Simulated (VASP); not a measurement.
A run of VASP 6.6.1 is set up as follows.

Contents of INCAR:

```
SYSTEM = RbBr
PREC = Accurate ; ENCUT = 500
EDIFF = 1E-8 ; ISMEAR = 0
SIGMA = 0.01 ; LREAL = .False.
LASPH = .True. ; NELM = 120
ALGO = Normal ; ISIF = 2
LWAVE = .False. ; LCHARG = .False.
GGA = PE ; IBRION = 8
NSW = 1 ; LEPSILON = .True.
GGA_COMPAT = .False.
```

KPOINTS

```
regular mesh
0
Gamma
  6 6 6
  0 0 0
```

File POSCAR:

```
RbBr
1.0
    0.0000000000      3.5064334184      3.5064334184
    3.5064334184      0.0000000000      3.5064334184
    3.5064334184      3.5064334184      0.0000000000
Rb Br
1 1
Direct
    0.0000000000      0.0000000000      0.0000000000
    0.5000000000      0.5000000000      0.5000000000
```

Potentials or basis: VASP PAW PBE potentials, release 64 (Rb_sv, Br).

Launch:

```console
$ cat potpaw_PBE.64/Rb_sv/POTCAR potpaw_PBE.64/Br/POTCAR > POTCAR
$ mpirun -np 1 vasp_std > vasp.out
```

(1) Predict the electronic dielectric tensor (diagonal).

(2) Estimate the Born charges (mean of the diagonal).

(3) What does it give for the highest phonon frequency at Γ, LO-TO splitting left out?

## Answers

(1) 2.46.

(2) Rb +1.16; Br -1.16 e.

(3) 77 cm⁻¹.
